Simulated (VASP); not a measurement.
# BaTiO3 (R3m) in VASP: further runs, part 2 of 2

VASP 6.6.1. The steps go on from the part before.

### 3 Single point, PBEsol

This run uses another cell than the first one, of 12.33 Å³/atom, 0.923 times its volume.

INCAR reads:

```
PREC = Accurate ; ENCUT = 910
EDIFF = 1E-6 ; ISMEAR = 0
SIGMA = 0.01 ; LREAL = False
LASPH = True ; NELM = 120
ALGO = Normal ; ISIF = 2
LWAVE = False ; LCHARG = False
GGA = PS ; NBANDS = 28
GGA_COMPAT = False
```

KPOINTS reads:

```
Automatic mesh
0
Gamma
  6 6 6
```

POSCAR reads:

```
BaTiO3
1.0
    2.7891542689      1.6103189646      2.2870600072
   -2.7891542689      1.6103189646      2.2870600072
    0.0000000000     -3.2206379292      2.2870600072
Ba Ti O
1 1 3
Direct
    0.0000000000      0.0000000000      0.0000000000
    0.4845000000      0.4845000000      0.4845000000
    0.5086000000      0.5086000000      0.0175000000
    0.0175000000      0.5086000000      0.5086000000
    0.5086000000      0.0175000000      0.5086000000
```

Potentials or basis: VASP PAW PBE potentials, release 64 (Ba_sv, Ti_sv, O_h).

Launch:

```bash
$ cat potpaw_PBE.64/Ba_sv/POTCAR potpaw_PBE.64/Ti_sv/POTCAR potpaw_PBE.64/O_h/POTCAR > POTCAR
$ mpirun -np 1 vasp_std > vasp.out
```

OUTCAR:

```text
PREC = Accurate
   ENCUT = 910
   EDIFF = 1E-6
   ISMEAR = 0
   LREAL = False
   LASPH = True
   NELM = 120
   ISIF = 2
   GGA = PS

 ion  position               nearest neighbor table
   1  0.000  0.000  0.000-   3 2.75   4 2.75   5 2.75   4 2.79   5 2.79   5 2.79   4 2.79   3 2.79
                             3 2.79   3 2.85   4 2.85   5 2.85   2 3.32   2 3.38   2 3.38   2 3.38
   2  0.484  0.484  0.484-   3 1.85   4 1.85   5 1.85   3 2.11   4 2.11   5 2.11   1 3.32   1 3.38
                             1 3.38   1 3.38   1 3.45   1 3.45   1 3.45   1 3.54
   3  0.509  0.509  0.017-   2 1.85   2 2.11   1 2.75   1 2.79   1 2.79   1 2.85
   4  0.017  0.509  0.509-   2 1.85   2 2.11   1 2.75   1 2.79   1 2.79   1 2.85
   5  0.509  0.017  0.509-   2 1.85   2 2.11   1 2.75   1 2.79   1 2.79   1 2.85

  LATTYP: Found a trigonal (rhomboedric) cell.
 ALAT       =     3.9500825536
 COS(alpha) =     0.0028448808

  Lattice vectors:

 A1 = (   2.7891542689,   1.6103189646,   2.2870600072)
 A2 = (  -2.7891542689,   1.6103189646,   2.2870600072)
 A3 = (   0.0000000000,  -3.2206379292,   2.2870600072)

Analysis of symmetry for initial positions (statically):
=====================================================================
[... 175 lines left out ...]

  energy without entropy =      -41.95926263  energy(sigma->0) =      -41.95926263

 E-fermi :   4.5081     XC(G=0): -11.7143

 val. band max:        4.3127220408   @ k =   0.5000   0.5000   0.5000
 cond. band min:       6.7524689826   @ k =   0.0000   0.0000   0.0000
 fundamental gap:      2.4397469418
 Fermi energy:         4.5081396699

 k-point     1 :       0.0000    0.0000    0.0000
  band No.  band energies     occupation
      1     -51.5308      2.00000
      2     -27.9341      2.00000
      3     -27.9341      2.00000
      4     -27.9203      2.00000
      5     -20.3493      2.00000
      6     -12.5153      2.00000
[... 733 lines left out ...]
     27      12.6650      0.00000
     28      13.1750      0.00000

 [... further k-points ...]
[... 5 lines left out ...]
  --------------------------------------------------------------------------------------
  -------------------------------------------------------------------------------------
  Total        3.1641488      3.1641488      2.9008019      0.0000000     -0.0000000      0.0000000
  in kB       82.2534693     82.2534689     75.4076485      0.0000000     -0.0000000      0.0000000
  external PRESSURE =      79.9715289 kB  Pullay stress =       0.0000000 kB

 VOLUME and BASIS-vectors are now :
 -----------------------------------------------------------------------------
  energy-cutoff  :      910.00
  volume of cell :       61.63
      direct lattice vectors                 reciprocal lattice vectors
     2.789154269  1.610318965  2.287060007     0.179265810  0.103499164  0.145747524
    -2.789154269  1.610318965  2.287060007    -0.179265810  0.103499164  0.145747524
     0.000000000 -3.220637929  2.287060007     0.000000000 -0.206998328  0.145747524

 POSITION                                       TOTAL-FORCE (eV/Angst)
 -----------------------------------------------------------------------------------
      0.00000      0.00000      0.00000         0.000000      0.000000     -0.109404
      0.00000      0.00000      3.32424         0.000000     -0.000000      0.549542
      0.00000      1.58166      2.36642         0.000000      0.365554     -0.146713
     -1.36975     -0.79083      2.36642        -0.316579     -0.182777     -0.146713
      1.36975     -0.79083      2.36642         0.316579     -0.182777     -0.146713
 -----------------------------------------------------------------------------------
    total drift:                                0.000000      0.000003      0.000717

  FREE ENERGIE OF THE ION-ELECTRON SYSTEM (eV)
  ---------------------------------------------------
  free  energy   TOTEN  =       -41.9592626281 eV

  energy  without entropy=      -41.9592626281  energy(sigma->0) =      -41.95926263
```

stdout:

```text
POSCAR found type information on POSCAR BaTiO
 POSCAR found :  3 types and       5 ions
 scaLAPACK will be used
 -----------------------------------------------------------------------------
|                                                                             |
|                                                                             |
|     You enforced a specific xc type in the INCAR file but a different       |
|     I HOPE YOU KNOW WHAT YOU ARE DOING!                                     |
|                                                                             |
 -----------------------------------------------------------------------------

 LDA part: xc-table for (Slater+PW92), standard interpolation
 POSCAR, INCAR and KPOINTS ok, starting setup
 FFT: planning ... GRIDC
 FFT: planning ... GRID_SOFT
 FFT: planning ... GRID
 WAVECAR not read
 entering main loop
```

Wall time 75 s (1 thread of Intel Xeon 6975P-C (Granite Rapids), shared host); peak memory 0.34 GiB.

What came out:

| Quantity | Value |
| --- | --- |
| Free energy | -41.9593 eV |
| Pressure | 8.0 GPa |
| Largest force | 0.550 eV/Å |
| Band gap on the k mesh | 2.44 eV, indirect (least direct gap 2.80 eV) |

Forces in eV/Å, atoms in the order of the input:
```
Ba   0.000  0.000 -0.109
Ti   0.000  0.000  0.550
O    0.000  0.366 -0.147
O   -0.317 -0.183 -0.147
O    0.317 -0.183 -0.147
```

Levels at points of the mesh, in eV from the valence-band top:
| k point | band 18 | band 19 | band 20 | band 21 | band 22 | band 23 |
| --- | --- | --- | --- | --- | --- | --- |
| (0.00, 0.00, 0.00) | -0.52 | -0.36 | -0.36 | 2.44 | 2.44 | 2.60 |
| (0.50, 0.00, 0.00) | -1.69 | -0.97 | -0.83 | 2.64 | 4.00 | 4.10 |
| (0.50, 0.50, 0.00) | -0.87 | -0.83 | -0.10 | 4.09 | 4.09 | 4.43 |
| (0.50, 0.50, 0.50) | -0.02 | -0.02 | 0.00 | 4.60 | 4.76 | 4.76 |

Caveat: the cutoff is under 1.25 times the usual one of these potentials, so pressure, stress and relaxed cells hold a basis-set (Pulay) error; the PAW data sets were made with another functional, which shifts forces and pressure a little; spin-orbit coupling is left out, which moves the levels of the heavy elements.

### 4 Single point, PBEsol

This run uses another cell than the first one, of 12.84 Å³/atom, 0.962 times its volume.

INCAR reads:

```
  PREC = Accurate
  ENCUT = 910
  EDIFF = 1E-6
  ISMEAR = 0
  SIGMA = 0.01
  LREAL = False
  LASPH = True
  NELM = 120
  ALGO = Normal
  ISIF = 2
  LWAVE = False
  LCHARG = False
  GGA = PS
  NBANDS = 28
  GGA_COMPAT = False
```

KPOINTS reads:

```
regular mesh
0
Gamma
  6 6 6
```

Edit POSCAR of step 3 so:

```diff
@@ -2,5 +2,5 @@
 1.0
-    2.7891542689      1.6103189646      2.2870600072
-   -2.7891542689      1.6103189646      2.2870600072
-    0.0000000000     -3.2206379292      2.2870600072
+    2.8273666100      1.6323808700      2.3183934900
+   -2.8273666100      1.6323808700      2.3183934900
+    0.0000000000     -3.2647617400      2.3183934900
 Ba Ti O
```

Launch:

```bash
$ cat potpaw_PBE.64/Ba_sv/POTCAR potpaw_PBE.64/Ti_sv/POTCAR potpaw_PBE.64/O_h/POTCAR > POTCAR
$ mpirun -np 1 vasp_std > vasp.out
```

It took 86 s on 1 thread of Intel Xeon Platinum 8375C at 2.90GHz (Ice Lake), shared host; peak memory 0.32 GiB.

It converged, with:

```
Free energy            : -42.0303 eV
Pressure               : 0.2 GPa
Largest force          : 0.123 eV/Å
Band gap on the k mesh : 2.34 eV, indirect (least direct gap 2.74 eV)
```

Forces in eV/Å, atoms in the order of the input:
```
Ba   0.000  0.000 -0.123
Ti   0.000  0.000  0.105
O    0.000  0.081  0.006
O   -0.070 -0.040  0.006
O    0.070 -0.040  0.006
```

Stress tensor (GPa, compression positive):
```
0.24 0.00 0.00
0.00 0.24 0.00
0.00 0.00 0.11
```

Levels at points of the mesh, in eV from the valence-band top:
| k point | band 16 | band 17 | band 18 | band 19 | band 20 | band 21 | band 22 | band 23 | band 24 | band 25 |
| --- | --- | --- | --- | --- | --- | --- | --- | --- | --- | --- |
| (0.00, 0.00, 0.00) | -1.33 | -1.08 | -0.54 | -0.40 | -0.40 | 2.34 | 2.34 | 2.49 | 4.52 | 4.52 |
| (0.50, 0.00, 0.00) | -2.13 | -1.71 | -1.66 | -0.97 | -0.84 | 2.52 | 3.79 | 3.89 | 4.48 | 6.18 |
| (0.50, 0.50, 0.00) | -2.75 | -1.63 | -0.90 | -0.85 | -0.09 | 3.86 | 3.86 | 4.20 | 5.08 | 7.77 |
| (0.50, 0.50, 0.50) | -2.40 | -2.36 | -0.02 | -0.02 | 0.00 | 4.34 | 4.49 | 4.49 | 6.53 | 6.53 |

Caveat: the cutoff is under 1.25 times the usual one of these potentials, so pressure, stress and relaxed cells hold a basis-set (Pulay) error; the PAW data sets were made with another functional, which shifts forces and pressure a little; spin-orbit coupling is left out, which moves the levels of the heavy elements. A hybrid or GW would open this gap; PBEsol tends to underestimate it.

### 5 Single point, PBEsol

This run uses another cell than the first one, of 14.38 Å³/atom, 1.077 times its volume.

INCAR reads:

```
SYSTEM = BaTiO3
  ALGO = Normal
  EDIFF = 1E-6
  ENCUT = 910
  GGA = PS
  GGA_COMPAT = .False.
  ISIF = 2
  ISMEAR = 0
  LASPH = .True.
  LCHARG = .True.
  LELF = .True.
  LREAL = .False.
  LVHAR = .True.
  LWAVE = .False.
  NBANDS = 28
  NELM = 120
  PREC = Accurate
  SIGMA = 0.01
```

KPOINTS reads:

```
k-points
0
Gamma
  6 6 6
  0 0 0
```

Edit POSCAR of step 4 so:

```diff
@@ -2,5 +2,5 @@
 1.0
-    2.8273666100      1.6323808700      2.3183934900
-   -2.8273666100      1.6323808700      2.3183934900
-    0.0000000000     -3.2647617400      2.3183934900
+    2.9362168892      1.6952256079      2.4076489045
+   -2.9362168892      1.6952256079      2.4076489045
+    0.0000000000     -3.3904512158      2.4076489045
 Ba Ti O
```

Launch:

```bash
$ cat potpaw_PBE.64/Ba_sv/POTCAR potpaw_PBE.64/Ti_sv/POTCAR potpaw_PBE.64/O_h/POTCAR > POTCAR
$ mpirun -np 1 vasp_std > vasp.out
```

It took 2.2 min on 1 thread of Intel Xeon Platinum 8259CL at 2.50GHz (Skylake/Cascade Lake), shared host; peak memory 0.36 GiB.

It converged, with:

- Free energy: -41.6540 eV
- Pressure: -15.1 GPa
- Largest force: 0.945 eV/Å
- Band gap on the k mesh: 2.06 eV, indirect (least direct gap 2.52 eV)

Forces in eV/Å, atoms in the order of the input:
```
Ba   0.000  0.000 -0.151
Ti   0.000  0.000 -0.945
O    0.000 -0.574  0.366
O    0.497  0.287  0.366
O   -0.497  0.287  0.366
```

Stress tensor (GPa, compression positive):
```
-15.36   0.00   0.00
  0.00 -15.36   0.00
  0.00   0.00 -14.47
```

Levels at points of the mesh, in eV from the valence-band top:
| k point | band 17 | band 18 | band 19 | band 20 | band 21 | band 22 | band 23 | band 24 |
| --- | --- | --- | --- | --- | --- | --- | --- | --- |
| (0.00, 0.00, 0.00) | -0.92 | -0.56 | -0.46 | -0.46 | 2.06 | 2.06 | 2.17 | 3.75 |
| (0.50, 0.00, 0.00) | -1.54 | -1.50 | -0.93 | -0.83 | 2.19 | 3.23 | 3.32 | 3.72 |
| (0.50, 0.50, 0.00) | -1.67 | -0.93 | -0.89 | -0.08 | 3.28 | 3.29 | 3.59 | 4.21 |
| (0.50, 0.50, 0.50) | -2.36 | -0.02 | -0.02 | 0.00 | 3.67 | 3.81 | 3.81 | 5.97 |

Caveat: the cutoff is under 1.25 times the usual one of these potentials, so pressure, stress and relaxed cells hold a basis-set (Pulay) error; the PAW data sets were made with another functional, which shifts forces and pressure a little; spin-orbit coupling is left out, which moves the levels of the heavy elements.

### 6 Summary

```csv
cell,gap on the mesh (eV),pressure (GPa),largest force (eV/Å)
"a = 4.057 Å, angles 89.8°, 5 atoms",2.24,-6.0,0.29
"a = 3.950 Å, angles 89.8°, 5 atoms",2.44,8.0,0.55
"a = 4.004 Å, angles 89.8°, 5 atoms",2.34,0.2,0.12
"a = 4.158 Å, angles 89.8°, 5 atoms",2.06,-15.1,0.95
```

Alike in all rows: task single point; level PBEsol; potentials or basis VASP PAW PBE potentials, release 64 (Ba_sv, Ti_sv, O_h); no spin polarisation; k mesh 6 × 6 × 6; cutoff (eV) 910; smearing gaussian 0.01 eV.

Caveats: the cutoff is under 1.25 times the usual one of these potentials, so pressure, stress and relaxed cells hold a basis-set (Pulay) error; the PAW data sets were made with another functional, which shifts forces and pressure a little; spin-orbit coupling is left out, which moves the levels of the heavy elements.

Absolute energies hang on the potentials; compare differences alone.
